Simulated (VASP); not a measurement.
## CdS (Hawleyite): single point with r2SCAN

The system is CdS (Hawleyite).

```
Cd S
1.0
     2.99806    2.99806    0.00000
    -2.99806    2.99806    0.00000
     0.00000    2.99806    2.84822
Cd S
1 1
Direct
  0.00000 0.00000 0.00000
  0.75000 0.25000 0.50000
```

This cell differs from its parent crystal: in-plane strain +0.02, then relaxed in part.

```yaml
Program: VASP 6.6.1
Task: single point
Functional: r2SCAN
Potentials_or_basis: VASP PAW PBE potentials, release 64 (Cd, S)
Cutoff: 520 eV
k_mesh: 8 × 8 × 8
Occupations: gaussian, width 0.01 eV
Spin: no spin polarisation
Dipole_correction: no
Further_INCAR_settings: ALGO = Normal; EDIFF = 1e-06; NBANDS = 16
```

```json
{
  "Pressure": "-0.3 GPa",
  "Band gap on the k mesh": "1.42 eV, direct"
}
```

Stress tensor (GPa, compression positive):
```
-0.57  0.00  0.00
 0.00 -0.57  0.00
 0.00  0.00  0.28
```

Levels at points of the mesh, in eV from the valence-band top:
```
           k point  band 7  band 8  band 9  band 10  band 11  band 12
(0.00, 0.00, 0.00)   -0.14   -0.14    0.00     1.42     7.01     7.01
(0.50, 0.00, 0.00)   -4.35   -0.91   -0.71     3.31     7.20     7.58
(0.50, 0.50, 0.00)   -4.02   -1.87   -1.78     3.87     4.78     9.37
(0.00, 0.00, 0.50)   -3.72   -2.03   -2.03     3.69     4.33     9.91
```

It took 54 s on 1 thread of Intel(R) Xeon(R) 6975P-C (Granite Rapids), with other jobs on the host, peak memory 0.21 GiB.

Caveat: the cell differs from its parent crystal (in-plane strain +0.02, then relaxed in part); the PAW data sets were made with another functional, which shifts forces and pressure a little.
